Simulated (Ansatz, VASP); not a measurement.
## One calculation of GaN, two programs

```
CELL_PARAMETERS angstrom
0.00000 2.30984 2.14083
2.30984 0.00000 2.14083
2.30984 2.30984 0.00000
ATOMIC_POSITIONS crystal
Ga 0.00000 0.00000 0.00000
N 0.75000 0.75000 0.75000
```

Change from the starting cell: strain +0.025 along x and y, -0.050 along z, atoms carried along.

Alike in both runs: task single point; functional r2SCAN; k mesh 10 × 10 × 10; occupations gaussian, width 0.05 eV; no spin polarisation.

|  | VASP | Ansatz |
| --- | --- | --- |
| version | VASP 6.6.1 | Ansatz 0.2.0 |
| potentials or method | VASP PAW PBE potentials, release 64 (Ga_d, N), cutoff 520 eV | scalar-relativistic, plane waves, PAW |
| valence electrons in the cell | 18 | 18 |

|  | VASP | Ansatz | Ansatz less VASP |
| --- | --- | --- | --- |
| gap on the k mesh at the Fermi level (eV) | 1.91 | 1.92 | +0.008 |
| least direct gap on the mesh (eV) | 1.91 | 1.92 | +0.008 |
| pressure (GPa) | -0.2 | -1.2 | -1.06 |
| traceless stress, the component that is largest in VASP (GPa) | 5.43 | 5.61 | +0.175 |

VASP's potentials were made for PBE, not for r2SCAN. The functional is the same, so the differences come from potentials, cutoffs and numerics.
